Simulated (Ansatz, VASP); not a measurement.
PbO in VASP and in Ansatz

Contents of INCAR:

```
SYSTEM = PbO
  PREC = Accurate
  ENCUT = 520
  EDIFF = 1E-7
  ISMEAR = 0
  SIGMA = 0.01
  LREAL = .False.
  LASPH = .True.
  NELM = 100
  ALGO = Normal
  ISIF = 2
  LWAVE = .False.
  LCHARG = .False.
  NBANDS = 17
```

Contents of KPOINTS:

```
Automatic mesh
0
Gamma
  8 8 8
  0 0 0
```

The input POSCAR:

```
PbO
1.0
    0.0000000000      2.7987768028      2.7987768028
    2.7987768028      0.0000000000      2.7987768028
    2.7987768028      2.7987768028      0.0000000000
Pb O
1 1
Direct
    0.0000000000      0.0000000000      0.0000000000
    0.2500000000      0.2500000000      0.2500000000
```

Input for Ansatz:

```yaml
crystal:
  lattice:
    - [0.0, 2.7987768028, 2.7987768028]
    - [2.7987768028, 0.0, 2.7987768028]
    - [2.7987768028, 2.7987768028, 0.0]
  atoms:
    - { symbol: Pb, position: [0.0, 0.0, 0.0] }
    - { symbol: O, position: [0.25, 0.25, 0.25] }
kpoints:
  mp_grid: { grid: [8, 8, 8] }
  band_path:
    path:
      - [0.0, 0.0, 0.0]
      - [-0.5, -0.5, 0.0]
      - [-0.375, -0.375, 0.25]
      - [-0.375, 0.0, 0.375]
      - [0.0, 0.0, 0.5]
      - [-0.5, -0.25, 0.25]
      - [0.25, -0.5, -0.25]
      - [0.0, 0.5, 0.5]
    npoints: 1
hamiltonian:
  xc: lda
scf:
  occupations: { method: fixed }
  n_extra_bands: 4
output:
  forces: true
  stress: true
  eigenvalues: true
  write_density: true
  write_potential: true
  elf: true
  volumetric_format: npy
```

Alike in both runs: task single point; functional LDA; k mesh 8 × 8 × 8; no spin polarisation.

|  | VASP | Ansatz |
| --- | --- | --- |
| version | VASP 6.6.1 | Ansatz 0.2.0 |
| potentials or method | VASP PAW LDA potentials, release 64 (Pb_d, O) | plane waves, PAW |
| plane-wave cutoff (eV) | 520 | 420 |
| occupations | gaussian, width 0.01 eV | fixed |
| valence electrons in the cell | 20 | 20 |

Ansatz gave:

```
gap on the k mesh at the Fermi level (eV) : 0.36
pressure (GPa)                            : -3.3
```

Question: Estimate VASP's values.

Answer: gap on the k mesh at the Fermi level (eV): 0.33; pressure (GPa): -3.1.

LDA's correlation is that of Perdew and Zunger in VASP and of Perdew and Wang (1992) in Ansatz.

Spin-orbit coupling is off throughout.
